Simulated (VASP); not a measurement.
Runs of VASP 6.6.1 on Ba. The structure is that of space group P6/mmm (No. 191), or close to it. The cells are those of the table. 

| cell | further INCAR settings | gap on the mesh (eV) | pressure (GPa) |
| --- | --- | --- | --- |
| a = 4.552, b = 4.552, c = 3.512 Å, angles 90.0, 90.0, 120.0°, 1 atom | ALGO = Fast; EDIFF = 1e-07; NBANDS = 11 | none | 0.3 |
| a = 4.177, b = 4.177, c = 4.170 Å, angles 90.0, 90.0, 120.0°, 1 atom | ALGO = Fast; EDIFF = 1e-07; NBANDS = 11 | none | (a) |
| a = 4.242, b = 4.242, c = 4.043 Å, angles 90.0, 90.0, 120.0°, 1 atom | ALGO = Fast; EDIFF = 1e-06; NBANDS = 11 | none | 0.0 |
| a = 3.951, b = 3.951, c = 4.661 Å, angles 90.0, 90.0, 120.0°, 1 atom | ALGO = Fast; EDIFF = 1e-07; NBANDS = 11 | none | 0.8 |
| a = 4.371, b = 4.371, c = 3.808 Å, angles 90.0, 90.0, 120.0°, 1 atom | ALGO = Fast; EDIFF = 1e-06; NBANDS = 11 | none | 0.0 |

Alike in all rows: task single point; level PBE; potentials or basis VASP PAW PBE potentials, release 64 (Ba_sv); no spin polarisation; k mesh 15 × 15 × 14; cutoff (eV) 520; smearing gaussian 0.15 eV.

Estimate the missing entries.

(a) 0.1.

Caveats: spin-orbit coupling is left out, which moves the levels of the heavy elements.

A k mesh can miss the band edges, and the runs leave out spin-orbit coupling on Ba.

A gap of «none» marks levels without a gap at the run's occupations.
